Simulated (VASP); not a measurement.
BN, 2 atoms in the cell. It takes space group Fmm2 (No. 42, orthorhombic). The conventional cell has a = 2.552 Å, b = 7.128 Å, c = 4.417 Å, α = 90.00°, β = 90.00°, γ = 90.00°. Within 2.0 Å of N (site symmetry mm2) lie 3 B at 1.47 Å. B (site symmetry mm2) has 3 N at 1.47 Å within 2.0 Å. 

| Property | Result |
| --- | --- |
| Program | VASP 6.6.1 |
| Task | single point |
| Functional | PBEsol |
| Potentials or basis | VASP PAW PBE potentials, release 64 (N, B) |
| Cutoff | 520 eV |
| k mesh | 13 × 13 × 13 |
| Occupations | fermi-dirac, width 0.05 eV |
| Spin | no spin polarisation |
| Dipole correction | no |
| Further INCAR settings | ALGO = Normal; EDIFF = 1e-06; NBANDS = 11 |

Potentials or basis: VASP PAW PBE potentials, release 64 (N, B).

Command:

```bash
$ cat potpaw_PBE.64/N/POTCAR potpaw_PBE.64/B/POTCAR > POTCAR
$ mpirun -np 1 vasp_std > vasp.out
```

Hardware: 1 thread of Intel(R) Xeon(R) Platinum 8488C (Sapphire Rapids), with other jobs on the host.

Estimate the wall time of this run.

Run time: 58 s on 1 thread of Intel(R) Xeon(R) Platinum 8488C (Sapphire Rapids) (shared host), peak memory 0.19 GiB. Counts: scf iterations 13, k points 343.
